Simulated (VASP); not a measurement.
Write the native input for VASP 6.6.1 that does the following.

| Quantity | Value |
| --- | --- |
| Task | single point |
| Functional | LDA |
| Potentials or basis | VASP PAW LDA potentials, release 64 (Cd, Se) |
| Cutoff | 520 eV |
| k mesh | 12 × 12 × 12 |
| Occupations | fermi-dirac, width 0.05 eV |
| Spin | no spin polarisation |
| Dipole correction | no |
| Further INCAR settings | ALGO = Normal; EDIFF = 1e-07; NBANDS = 16 |

The structure of CdSe (zincblende type) lies in POSCAR:

```
CdSe
1.0
    0.0000000000      2.8347503800      2.8347503800
    2.8347503800      0.0000000000      2.8347503800
    2.8347503800      2.8347503800      0.0000000000
Cd Se
1 1
Direct
    0.0000000000      0.0000000000      0.0000000000
    0.2500000000      0.2500000000      0.2500000000
```

This cell differs from its parent crystal: volume scaled by 0.84.

The input as run:

INCAR

```
PREC     = Accurate       # precision mode
ENCUT    = 520            # plane-wave cutoff, eV
EDIFF    = 1E-7           # SCF threshold, eV
ISMEAR   = -1             # smearing method
SIGMA    = 0.05           # smearing width, eV
LREAL    = F              # projectors in reciprocal space
LASPH    = T              # aspherical terms in the spheres
NELM     = 60             # most SCF steps
ALGO     = Normal         # electronic algorithm
ISIF     = 2              # what is computed and relaxed
LWAVE    = F              # write WAVECAR
LCHARG   = F              # write CHGCAR
NBANDS   = 16             # bands
```

KPOINTS

```
regular mesh
0
Gamma
  12 12 12
```

Potentials or basis: VASP PAW LDA potentials, release 64 (Cd, Se).

Run with:

```sh
$ cat potpaw_LDA.64/Cd/POTCAR potpaw_LDA.64/Se/POTCAR > POTCAR
$ mpirun -np 1 vasp_std > vasp.out
```

It gave:

```json
{
  "Pressure": "16.2 GPa",
  "Band gap on the k mesh": "0.78 eV, direct"
}
```

It took 23 s on 1 thread of Intel(R) Xeon(R) 6975P-C (Granite Rapids), with other jobs on the host, peak memory 0.18 GiB.
